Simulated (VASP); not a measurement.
Write the native input for VASP 6.6.1 that does the following.

| Property | Result |
| --- | --- |
| Task | relaxation of cell and atoms |
| Functional | PBE |
| Potentials or basis | VASP PAW PBE potentials, release 64 (Li_sv, Re) |
| Cutoff | 600 eV |
| k mesh | 10 × 10 × 10 |
| Occupations | gaussian, width 0.1 eV |
| Spin | no spin polarisation |
| Dipole correction | no |
| Further INCAR settings | ALGO = Normal; EDIFF = 1e-06; IBRION = 2; EDIFFG = -0.01; NSW = 100; ISIF = 3 |

The structure of LiRe2 lies in POSCAR:

```
LiRe2
1.0
    0.0000000000      3.6675836049      3.6675836049
    3.6675836049      0.0000000000      3.6675836049
    3.6675836049      3.6675836049      0.0000000000
Li Re
2 4
Direct
    0.5000000000      0.5000000000      0.5000000000
    0.7500000000      0.7500000000      0.7500000000
    0.1250000000      0.1250000000      0.1250000000
    0.6250000000      0.1250000000      0.1250000000
    0.1250000000      0.6250000000      0.1250000000
    0.1250000000      0.1250000000      0.6250000000
```

These files were run (other wordings do the same):

INCAR

```
SYSTEM = LiRe2
ALGO = Normal
EDIFF = 1E-6
EDIFFG = -0.01
ENCUT = 600
GGA = PE
IBRION = 2
ISIF = 3
ISMEAR = 0
LASPH = .TRUE.
LCHARG = .FALSE.
LREAL = .FALSE.
LWAVE = .FALSE.
NELM = 100
NSW = 100
PREC = Accurate
SIGMA = 0.1
```

KPOINTS

```
k-points
0
G
  10 10 10
  0 0 0
```

Potentials or basis: VASP PAW PBE potentials, release 64 (Li_sv, Re).

Run with:

```console
$ cat potpaw_PBE.64/Li_sv/POTCAR potpaw_PBE.64/Re/POTCAR > POTCAR
$ mpirun -np 1 vasp_std > vasp.out
```

It gave:

```json
{
  "Relaxed volume": "16.42 Å³/atom",
  "Relaxed cell": "a = 5.184 Å, b = 5.184 Å, c = 5.184 Å, α = 60.00°, β = 60.00°, γ = 60.00°",
  "Space group after relaxing (to 0.05 Å)": "Fd-3m (No. 227)",
  "Energy gained by relaxing": "0.0 meV/atom",
  "Ionic steps": "3",
  "Pressure after relaxing": "0.0 GPa",
  "Band gap on the k mesh": "zero (band 17 reaches 6.14 eV, above the bottom of band 18 at 3.66 eV)"
}
```

Caveat: the cutoff is under 1.25 times the usual one of these potentials, so pressure, stress and relaxed cells hold a basis-set (Pulay) error; spin-orbit coupling is left out, which moves the levels of the heavy elements.

Run time: 3.2 min on 1 thread of Intel(R) Xeon(R) 6975P-C (Granite Rapids), on a shared host, peak memory 0.33 GiB.
